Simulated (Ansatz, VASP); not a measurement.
# Li2NbO6 in VASP and in Ansatz

```
CELL_PARAMETERS angstrom
5.97922 0.00000 0.00000
-2.98961 5.17816 0.00000
0.00000 0.00000 3.97354
ATOMIC_POSITIONS crystal
Li 0.33333 0.66667 0.43543
Li 0.66667 0.33333 0.56457
Nb 0.00000 0.00000 0.00000
O 0.84029 0.68059 0.71959
O 0.31941 0.15971 0.71959
O 0.84029 0.15971 0.71959
O 0.15971 0.31941 0.28041
O 0.68059 0.84029 0.28041
O 0.15971 0.84029 0.28041
```

Alike in both runs: functional PBE; k mesh 3 × 3 × 4; occupations gaussian, width 0.1 eV; collinear spin.

Ansatz relaxed the structure, and its values are those at the end. VASP's run is a single point on that final structure, the one shown.

|  | VASP | Ansatz |
| --- | --- | --- |
| version | VASP 6.6.1 | Ansatz 0.2.0 |
| potentials or method | VASP PAW PBE potentials, release 64 (Li_sv, Nb_sv, O), cutoff 520 eV | scalar-relativistic, plane waves, PAW |
| valence electrons in the cell | 55 | 55 |

Ansatz gave:

| Item | Value |
| --- | --- |
| gap on the k mesh at the Fermi level (eV) | none |
| rms of the force components (eV/Å) | 0.003 |
| net moment per atom (μB) | 0.56 |
| size of the moment on the site where the two differ most (μB) | 0.10 |

Task: What did VASP give for the same quantities?

Result: gap on the k mesh at the Fermi level (eV): none; rms of the force components (eV/Å): 0.006; net moment per atom (μB): 0.56; size of the moment on the site where the two differ most (μB): 0.20.

Site moments also hang on the region over which each program counts them. A gap of «none» marks a metal or a gap that the smearing closes. Ansatz's warnings: no starting moments.

The k mesh is coarse, so the values compare programs but aren't converged. Noted on VASP's run: the cutoff is short for stress, so the pressure is rough.
